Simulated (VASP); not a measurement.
# Te: single point with PBE

Te:

```
Te
1.0
     5.38244    0.00000    0.00000
     0.00000    3.16814    0.00000
     0.00000    0.00000    4.81039
Te
2
Cartesian
  4.0368 1.5841 1.8182
  1.3456 1.5841 2.9922
```

The cell was generated, and may not be a known phase.

```json
{
  "Program": "VASP 6.6.1",
  "Task": "single point",
  "Functional": "PBE",
  "Potentials or basis": "VASP PAW PBE potentials, release 64 (Te)",
  "Cutoff": "520 eV",
  "k mesh": "10 × 18 × 12",
  "Occupations": "gaussian, width 0.1 eV",
  "Spin": "no spin polarisation"
}
```

```
Pressure               : 0.0 GPa
Largest force          : 0.009 eV/Å
Band gap on the k mesh : zero (bands 6 and 7 overlap by 3.07 eV)
```

Forces on the atoms (eV/Å):
```
Te   0.000  0.000  0.009
Te   0.000  0.000 -0.009
```

Levels at points of the mesh, in eV from the Fermi level:
```tsv
k point	band 3	band 4	band 5	band 6	band 7	band 8	band 9	band 10
(0.00, 0.00, 0.00)	-5.34	-1.95	-1.91	1.79	1.80	4.06	4.22	5.57
(0.50, 0.00, 0.00)	-3.20	-3.20	0.07	0.07	2.75	2.75	3.91	3.91
(0.00, 0.50, 0.00)	-5.52	-3.88	-3.12	-0.31	-0.28	3.35	3.53	6.07
(0.50, 0.50, 0.00)	-4.54	-4.54	-1.64	-1.64	1.79	1.79	5.33	5.33
(0.00, 0.00, 0.50)	-5.17	-3.31	-1.74	0.69	1.91	4.00	7.21	8.15
(0.50, 0.00, 0.50)	-4.12	-4.12	0.50	0.50	2.81	2.81	6.25	6.25
(0.00, 0.50, 0.50)	-5.34	-3.73	-3.22	-1.43	-0.11	2.48	3.76	3.89
(0.50, 0.50, 0.50)	-4.43	-4.43	-2.40	-2.40	2.11	2.11	3.64	3.64
```

Wall time 2.7 min on 1 thread of AMD EPYC 9R45 96-Core Processor (Zen 5), on a shared host, peak memory 0.44 GiB.

Caveat: spin-orbit coupling is left out, which moves the levels of the heavy elements; this functional lacks dispersion, which binds layers or chains, so the pressure and a relaxed spacing across them are unreliable.
